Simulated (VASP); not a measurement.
# Sr (P-1) in VASP: notebook

Runs on Sr. Level: PBE. Tasks: relaxation of cell and atoms.

Program: VASP 6.6.1. These are calculated values, not measurements. Logs are shortened: lines on timing, memory, paths and dates and some standing lists are left out, and cuts for length are marked.

## Step 1: The cell of the first run

The typed cell holds 2 atoms: a = 4.310 Å, b = 4.310 Å, c = 7.050 Å, α = 90.00°, β = 90.00°, γ = 120.00°.

## Step 2: Relaxation of cell and atoms, PBE

Input file INCAR:

```
SYSTEM = Sr
PREC = Accurate
ENCUT = 600
EDIFF = 1E-6
ISMEAR = -1
SIGMA = 0.05
LREAL = .False.
LASPH = .True.
NELM = 100
ALGO = Normal
ISIF = 3
LWAVE = .False.
LCHARG = .False.
GGA = PE
IBRION = 2
NSW = 100
EDIFFG = -0.01
```

Input file KPOINTS:

```
Automatic mesh
0
Gamma
  6 6 3
  0 0 0
```

Input file POSCAR:

```
Sr
1.0
    4.3100000000      0.0000000000      0.0000000000
   -2.1550000000      3.7325694903      0.0000000000
    0.0000000000      0.0000000000      7.0500000000
Sr
2
Direct
    0.2921278633      0.5712051867      0.2596349600
    0.6127858667      0.3221728833      0.7867426600
```

Potentials or basis: VASP PAW PBE potentials, release 64 (Sr_sv).

Command:

```console
$ cat potpaw_PBE.64/Sr_sv/POTCAR > POTCAR
$ mpirun -np 1 vasp_std > vasp.out
```

OUTCAR:

```text
SYSTEM = Sr
   PREC = Accurate
   ENCUT = 600
   EDIFF = 1E-6
   ISMEAR = -1
   LREAL = .False.
   LASPH = .True.
   NELM = 100
   ISIF = 3
   GGA = PE
   IBRION = 2
   NSW = 100
   EDIFFG = -0.01

 ion  position               nearest neighbor table
   1  0.292  0.571  0.260-   2 3.96   2 4.21   2 4.28   2 4.36   2 4.52   2 4.66
   2  0.613  0.322  0.787-   1 3.96   1 4.21   1 4.28   1 4.36   1 4.52   1 4.66

  LATTYP: Found a hexagonal cell.
 ALAT       =     4.3100000000
 C/A-ratio  =     1.6357308585

  Lattice vectors:

 A1 = (   4.3100000000,   0.0000000000,   0.0000000000)
 A2 = (  -2.1550000000,   3.7325694903,   0.0000000000)
 A3 = (   0.0000000000,   0.0000000000,   7.0500000000)

Analysis of symmetry for initial positions (statically):
=====================================================================
 Subroutine PRICEL returns:
 Original cell was already a primitive cell.

 Routine SETGRP: Setting up the symmetry group for a
 hexagonal supercell.

 Subroutine GETGRP returns: Found  2 space group operations
 (whereof  1 operations were pure point group operations)
 out of a pool of 24 trial point group operations.

The static configuration has the point symmetry C_1 .
 The point group associated with its full space group is S_2 .

Analysis of symmetry for dynamics (positions and initial velocities):
=====================================================================
 Subroutine PRICEL returns:
 Original cell was already a primitive cell.

 Routine SETGRP: Setting up the symmetry group for a
 hexagonal supercell.

 Subroutine GETGRP returns: Found  2 space group operations
 (whereof  1 operations were pure point group operations)
 out of a pool of 24 trial point group operations.

The dynamic configuration has the point symmetry C_1 .
 The point group associated with its full space group is S_2 .

 Subroutine INISYM returns: Found  2 space group operations
 (whereof  1 operations are pure point group operations),
 and found     1 'primitive' translations

----------------------------------------------------------------------------------------

                                     Primitive cell

  volume of cell :     113.4160

  direct lattice vectors                    reciprocal lattice vectors
     4.310000000  0.000000000  0.000000000     0.232018561  0.133955979  0.000000000
    -2.155000000  3.732569490  0.000000000     0.000000000  0.267911958  0.000000000
     0.000000000  0.000000000  7.050000000     0.000000000  0.000000000  0.141843972

  length of vectors
     4.310000000  4.310000000  7.050000000     0.267911958  0.267911958  0.141843972

  position of ions in fractional coordinates (direct lattice)
     0.292127863  0.571205187  0.259634960
     0.612785867  0.322172883  0.786742660

  ion indices of the primitive-cell ions
   primitive index   ion index
                 1           1
                 2           2

----------------------------------------------------------------------------------------

 KPOINTS: Automatic mesh

Automatic generation of k-mesh.
 Grid dimensions read from file:
 generate k-points for:    6    6    3

 Generating k-lattice:

  Cartesian coordinates                     Fractional coordinates (reciprocal lattice)
     0.038669760  0.022325996  0.000000000     0.166666667  0.000000000  0.000000000
     0.000000000  0.044651993  0.000000000     0.000000000  0.166666667  0.000000000
     0.000000000  0.000000000  0.047281324     0.000000000  0.000000000  0.333333333

  Length of vectors
     0.044651993  0.044651993  0.047281324

  Shift w.r.t. Gamma in fractional coordinates (k-lattice)
     0.000000000  0.000000000  0.000000000

 Subroutine IBZKPT returns following result:
 ===========================================

 Found     56 irreducible k-points:

 Following reciprocal coordinates:
            Coordinates               Weight
  0.000000  0.000000  0.000000      1.000000
  0.166667  0.000000  0.000000      2.000000
  0.000000  0.166667  0.000000      2.000000
 -0.166667  0.166667  0.000000      2.000000
  0.333333  0.000000  0.000000      2.000000
  0.000000  0.333333  0.000000      2.000000
[... 16 lines left out ...]
  0.000000  0.166667  0.333333      2.000000
 -0.166667  0.166667  0.333333      2.000000
 [... further k-points ...]
   k-points           NKPTS =     56   k-points in BZ     NKDIM =     56   number of bands    NBANDS=     14
   number of dos      NEDOS =    301   number of ions     NIONS =      2
   total plane-waves  NPLWV =  72576
   dimension x,y,z NGX =    36 NGY =   36 NGZ =   56
   dimension x,y,z NGXF=    72 NGYF=   72 NGZF=  112
   ions per type =               2
   NGX,Y,Z   is equivalent  to a cutoff of  13.89, 13.89, 13.21 a.u.
   NGXF,Y,Z  is equivalent  to a cutoff of  27.77, 27.77, 26.41 a.u.
 SYSTEM =  Sr
   PREC   = accura    normal or accurate (medium, high low for compatibility)
   ISTART =      0    job   : 0-new  1-cont  2-samecut
   ICHARG =      2    charge: 1-file 2-atom 10-const
   ISPIN  =      1    spin polarized calculation?
   LNONCOLLINEAR =      F non collinear calculations
   LSORBIT =      F    spin-orbit coupling
   LASPH  =      T    aspherical Exc in radial PAW
   ENCUT  =  600.0 eV  44.10 Ry    6.64 a.u.   8.61  8.61 14.08*2*pi/ulx,y,z
   NELM   =    100;   NELMIN=  2; NELMDL= -5     # of ELM steps
   EDIFF  = 0.1E-05   stopping-criterion for ELM
   LREAL  =      F    real-space projection
   EDIFFG = -.1E-01   stopping-criterion for IOM
   NSW    =    100    number of steps for IOM
   IBRION =      2    ionic relax: 0-MD 1-quasi-New 2-CG
   NFREE  =      1    steps in history (QN), initial steepest desc. (CG)
   ISIF   =      3    stress and relaxation
   ISYM   =      2    0-nonsym 1-usesym 2-fastsym
   POTIM  = 0.5000    time-step for ionic-motion
   TEBEG  =    0.0;   TEEND  =   0.0 temperature during run
   PSTRESS=    0.0 pullay stress
   NELECT =      20.0000    total number of electrons
   NUPDOWN=      -1.0000    fix difference up-down
   EMIN   =  10.00;   EMAX   =-10.00  energy-range for DOS
   EFERMI =   0.00;   METHOD = LEGACY
   ISMEAR =    -1;   SIGMA  =   0.05  broadening in eV -4-tet -1-fermi 0-gaus
   EFERMI_NEDOS =   21; number of points for ismear=-14 and -15
   IALGO  =     38    algorithm
   IMIX   =      4    mixing-type and parameters
     AMIX     =   0.40;   BMIX     =  1.00
     AMIX_MAG =   1.60;   BMIX_MAG =  1.00
  volume/ion in A,a.u.               =      56.71       382.68
  Fermi-wavevector in a.u.,A,eV,Ry     =   0.918037  1.734838 11.466874  0.842791
  Thomas-Fermi vector in A             =   2.043073
   LORBIT       =      0    0 simple, 1 ext, 2 COOP (PROOUT), +10 PAW based schemes
   GGA     = PE    functional components
   LHFCALC =     F    Hartree Fock is set to
   AEXX    =    0.0000 exact exchange contribution
   IVDW    =     0    specifies the selected vdW correction
   LEPSILON=     F    determine dielectric tensor
   LRPA    =     F    only Hartree local field effects (RPA)
 conjugate gradient relaxation of ions
 non-spin polarized calculation
  energy-cutoff  :      600.00
  volume of cell :      113.42
 maximum number of plane-waves:      3809
 NGX is ok and might be reduce to    36
   NGX = 17   NGY = 17   NGZ = 29

--------------------------------------- Ionic step        1  -------------------------------------------

 number of electron      20.0000000 magnetization

 Free energy of the ion-electron system (eV)
  ---------------------------------------------------
  ext. energy  EPLUGINS =         0.00000000
  ---------------------------------------------------
  free energy    TOTEN  =        -3.19662301 eV

  energy without entropy =       -3.15982247  energy(sigma->0) =       -3.17822274

------------------------ aborting loop because EDIFF is reached ----------------------------------------

  FORCE on cell =-STRESS in cart. coord.  units (eV):
  Direction    XX          YY          ZZ          XY          YZ          ZX
  --------------------------------------------------------------------------------------
  -------------------------------------------------------------------------------------
  Total        0.0432180     -0.4818348      0.0482825     -0.1835508      0.0699780     -0.0882577
  in kB        0.6105211     -6.8066664      0.6820661     -2.5929409      0.9885488     -1.2467779
  external PRESSURE =      -1.8380264 kB  Pullay stress =       0.0000000 kB
[... 89 lines left out ...]
  FREE ENERGIE OF THE ION-ELECTRON SYSTEM (eV)
  ---------------------------------------------------
  free  energy   TOTEN  =        -3.2294264191 eV

  energy  without entropy=       -3.1949769633  energy(sigma->0) =       -3.21220169

[... ionic steps 4 to 13 ...]

--------------------------------------- Ionic step       14  -------------------------------------------

 number of electron      20.0000000 magnetization

------------------------ aborting loop because EDIFF is reached ----------------------------------------

  FORCE on cell =-STRESS in cart. coord.  units (eV):
  Direction    XX          YY          ZZ          XY          YZ          ZX
  --------------------------------------------------------------------------------------
  -------------------------------------------------------------------------------------
  Total        0.0514159      0.0338514      0.0531607      0.0193673     -0.0015868     -0.0090980
  in kB        0.7472801      0.4919965      0.7726388      0.2814842     -0.0230621     -0.1322299
  external PRESSURE =       0.6706385 kB  Pullay stress =       0.0000000 kB
[... 57 lines left out ...]
  energy  without entropy=       -3.2101948516  energy(sigma->0) =       -3.22774751

--------------------------------------- Ionic step       16  -------------------------------------------

 number of electron      20.0000000 magnetization

 Free energy of the ion-electron system (eV)
  ---------------------------------------------------
  ext. energy  EPLUGINS =         0.00000000
  ---------------------------------------------------
  free energy    TOTEN  =        -3.24531803 eV

  energy without entropy =       -3.21009548  energy(sigma->0) =       -3.22770676

 E-fermi :   1.5635     XC(G=0):  -7.3249

 val. band max:        1.5593731378   @ k =   0.0000   0.0000   0.0000
 cond. band min:       1.5764518700   @ k =   0.0000   0.3333   0.0000
 fundamental gap:      0.0170787321
 Fermi energy:         1.5634658363

 k-point     1 :       0.0000    0.0000    0.0000
  band No.  band energies     occupation
      1     -35.0724      2.00000
      2     -35.0599      2.00000
      3     -17.1418      2.00000
      4     -16.9957      2.00000
      5     -16.9781      2.00000
      6     -16.9635      2.00000
      7     -16.9622      2.00000
      8     -16.9591      2.00000
      9      -2.0777      2.00000
     10       0.3956      2.00000
     11       1.5594      1.04090
     12       3.5704      0.00000
     13       3.7622      0.00000
     14       4.1134      0.00000
[... 375 lines left out ...]
 k-point    24 :      -0.1667    0.1667    0.3333
  band No.  band energies     occupation
      1     -35.0667      2.00000
      2     -35.0612      2.00000
      3     -17.0939      2.00000
      4     -17.0308      2.00000
      5     -17.0128      2.00000
      6     -16.9878      2.00000
      7     -16.9834      2.00000
      8     -16.9737      2.00000
      9      -1.2909      2.00000
     10      -0.2157      2.00000
     11       2.2613      0.00000
     12       3.1216      0.00000
     13       3.2405      0.00000
     14       3.5114      0.00000

 [... further k-points ...]
[... 5 lines left out ...]
  --------------------------------------------------------------------------------------
  -------------------------------------------------------------------------------------
  Total       -0.0074342     -0.0018141      0.0091223      0.0006685     -0.0011473      0.0022554
  in kB       -0.1074051     -0.0262097      0.1317945      0.0096576     -0.0165758      0.0325853
  external PRESSURE =      -0.0006068 kB  Pullay stress =       0.0000000 kB
[... 17 lines left out ...]
  FREE ENERGIE OF THE ION-ELECTRON SYSTEM (eV)
  ---------------------------------------------------
  free  energy   TOTEN  =        -3.2453180344 eV

  energy  without entropy=       -3.2100954761  energy(sigma->0) =       -3.22770676

 reached required accuracy - stopping structural energy minimisation
```

Run time: 6.4 min. Hardware: 1 thread of Intel Xeon 6975P-C (Granite Rapids), shared host; peak memory 0.32 GiB.

Results:

* Free energy: -3.2453 eV
* Relaxed volume: 55.45 Å³/atom
* Relaxed cell: a = 4.375 Å, b = 4.207 Å, c = 7.053 Å, α = 89.91°, β = 90.04°, γ = 121.33°
* Space group after relaxing (to 0.1 Å): Cmcm (No. 63)
* Energy gained by relaxing: 24.3 meV/atom
* Ionic steps: 16
* Pressure after relaxing: 0.0 GPa
* Largest force after relaxing: 0.004 eV/Å
* Band gap on the k mesh: zero (bands 10 and 11 overlap by 0.12 eV)

Forces in eV/Å, atoms in the order of the input:
```
Sr   0.000  0.001  0.004
Sr   0.000 -0.001 -0.004
```

The path:
| step | energy change (eV) | largest force (eV/Å) | pressure (GPa) | volume (Å³) |
| --- | --- | --- | --- | --- |
| 1 | 0.0000 | 0.2800 | -0.18 | 113.42 |
| 2 | -0.0139 | 0.2391 | -0.10 | 112.34 |
| 3 | -0.0328 | 0.1511 | 0.15 | 109.66 |
| 4 | -0.0338 | 0.1255 | 0.24 | 108.78 |
| 5 | -0.0393 | 0.0894 | 0.06 | 110.39 |
| 6 | -0.0419 | 0.0534 | -0.16 | 112.52 |
| 7 | -0.0447 | 0.0463 | -0.07 | 111.53 |
| 8 | -0.0456 | 0.0503 | 0.02 | 110.63 |
| 9 | -0.0462 | 0.0436 | 0.01 | 110.73 |
| 10 | -0.0474 | 0.0260 | -0.02 | 111.03 |
| 11 | -0.0466 | 0.0242 | -0.08 | 111.63 |
| 12 | -0.0476 | 0.0172 | -0.04 | 111.22 |
| 13 | -0.0481 | 0.0109 | 0.00 | 110.83 |
| 14 | -0.0485 | 0.0027 | 0.07 | 110.24 |
| 15 | -0.0487 | 0.0050 | -0.01 | 111.07 |
| 16 | -0.0487 | 0.0042 | 0.00 | 110.90 |

Final structure:
```
CELL_PARAMETERS angstrom
4.37472 0.00217 -0.00108
-2.18926 3.59299 0.00308
-0.00269 0.00462 7.05309
ATOMIC_POSITIONS crystal
Sr 0.27058 0.58300 0.27296
Sr 0.63433 0.31038 0.77342
```

Levels at points of the mesh, in eV from the Fermi level:
| k point | band 6 | band 7 | band 8 | band 9 | band 10 | band 11 | band 12 | band 13 | band 14 |
| --- | --- | --- | --- | --- | --- | --- | --- | --- | --- |
| (0.00, 0.00, 0.00) | -18.53 | -18.53 | -18.52 | -3.64 | -1.17 | 0.00 | 2.01 | 2.20 | 2.55 |
| (0.50, 0.00, 0.00) | -18.58 | -18.57 | -18.55 | -1.10 | -0.63 | 0.12 | 0.31 | 1.10 | 1.69 |
| (0.00, 0.50, 0.00) | -18.61 | -18.57 | -18.55 | -1.06 | -0.35 | -0.03 | 0.19 | 1.65 | 1.98 |
| (0.50, 0.50, 0.00) | -18.58 | -18.57 | -18.55 | -1.10 | -0.63 | 0.12 | 0.31 | 1.10 | 1.69 |

## Step 3: Relaxation of cell and atoms, PBE

Input file INCAR:

```
  PREC = Accurate
  ENCUT = 600
  EDIFF = 1E-6
  ISMEAR = 1
  SIGMA = 0.15
  LREAL = False
  LASPH = True
  NELM = 100
  ALGO = Normal
  ISIF = 3
  LWAVE = False
  LCHARG = False
  GGA = PE
  IBRION = 2
  NSW = 100
  EDIFFG = -0.01
```

Input file KPOINTS:

```
Automatic mesh
0
Gamma
  6 6 3
```

POSCAR is that of step 2.

Potentials or basis: VASP PAW PBE potentials, release 64 (Sr_sv).

Command:

```console
$ cat potpaw_PBE.64/Sr_sv/POTCAR > POTCAR
$ mpirun -np 1 vasp_std > vasp.out
```

It took 6.9 min on 1 thread of Intel Xeon 6975P-C (Granite Rapids), shared host; peak memory 0.32 GiB.

The run converged. Its results:

```yaml
Free_energy: -3.2291 eV
Relaxed_volume: 55.59 Å³/atom
Relaxed_cell: a = 4.367 Å, b = 4.187 Å, c = 7.120 Å, α = 89.83°, β = 90.01°, γ = 121.35°
Space_group_after_relaxing_to_0.1_Å: Cmcm (No. 63)
Energy_gained_by_relaxing: 24.5 meV/atom
Ionic_steps: 16
Pressure_after_relaxing: 0.0 GPa
Band_gap_on_the_k_mesh: zero (bands 10 and 11 overlap by 0.17 eV)
```

Step by step:
| step | energy change (eV) | largest force (eV/Å) | pressure (GPa) | volume (Å³) |
| --- | --- | --- | --- | --- |
| 1 | 0.0000 | 0.2754 | -0.18 | 113.42 |
| 2 | -0.0139 | 0.2347 | -0.10 | 112.37 |
| 3 | -0.0337 | 0.1471 | 0.16 | 109.66 |
| 4 | -0.0347 | 0.1222 | 0.25 | 108.80 |
| 5 | -0.0402 | 0.0860 | 0.06 | 110.52 |
| 6 | -0.0425 | 0.0525 | -0.15 | 112.60 |
| 7 | -0.0452 | 0.0450 | -0.07 | 111.73 |
| 8 | -0.0461 | 0.0476 | 0.01 | 110.93 |
| 9 | -0.0467 | 0.0417 | 0.01 | 110.94 |
| 10 | -0.0477 | 0.0241 | 0.02 | 110.95 |
| 11 | -0.0472 | 0.0218 | 0.02 | 110.98 |
| 12 | -0.0480 | 0.0152 | 0.02 | 110.97 |
| 13 | -0.0485 | 0.0109 | -0.01 | 111.19 |
| 14 | -0.0489 | 0.0020 | -0.05 | 111.68 |
| 15 | -0.0490 | 0.0031 | 0.04 | 110.81 |
| 16 | -0.0490 | 0.0015 | 0.00 | 111.19 |

Final structure:
```xyz
2
Lattice="4.3671 0.0057 -0.0003 -2.1832 3.5730 0.0066 -0.0010 0.0113 7.1202" Properties=species:S:1:pos:R:3 pbc="T T T"
Sr   -0.0922    2.0790    1.9482
Sr    2.0925    1.1300    5.5078
```

Levels at points of the mesh, in eV from the Fermi level:
```tsv
k point	band 6	band 7	band 8	band 9	band 10	band 11	band 12	band 13	band 14
(0.00, 0.00, 0.00)	-18.53	-18.53	-18.53	-3.63	-1.20	-0.05	2.00	2.14	2.53
(0.50, 0.00, 0.00)	-18.59	-18.57	-18.56	-1.08	-0.62	0.12	0.33	1.06	1.63
(0.00, 0.50, 0.00)	-18.62	-18.58	-18.55	-1.04	-0.33	-0.03	0.21	1.66	2.01
(0.50, 0.50, 0.00)	-18.59	-18.57	-18.56	-1.08	-0.62	0.12	0.33	1.07	1.64
```
